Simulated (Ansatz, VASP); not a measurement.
**RbCl in VASP and in Ansatz**

```
Rb Cl
1.0
    -0.01637    3.26581    3.26581
     3.26581   -0.01637    3.26581
     3.26581    3.26581   -0.01637
Rb Cl
1 1
Cartesian
  0.0000 0.0000 0.0000
  3.2576 3.2576 3.2576
```

Change from the starting cell: equal xy, yz and zx engineering shears of -0.5 %.

Alike in both runs: task relaxation of the atoms; functional PBEsol; k mesh 6 × 6 × 6; no spin polarisation.

```csv
,VASP,Ansatz
version,VASP 6.6.1,Ansatz 0.2.0
potentials or method,"VASP PAW PBE potentials, release 64 (Rb_sv, Cl), cutoff 450 eV","all-electron LAPW, scalar-relativistic"
occupations,"gaussian, width 0.01 eV",fixed
```

|  | VASP | Ansatz | Ansatz less VASP |
| --- | --- | --- | --- |
| gap on the k mesh at the Fermi level, each at its own relaxed structure (eV) | 4.88 | 4.88 | +0.005 |

VASP's potentials were made for PBE, not for PBEsol. Ansatz ran all-electron here, and VASP with PAW potentials.

Noted on VASP's run: the relaxation stopped at its first step, so nothing moved.
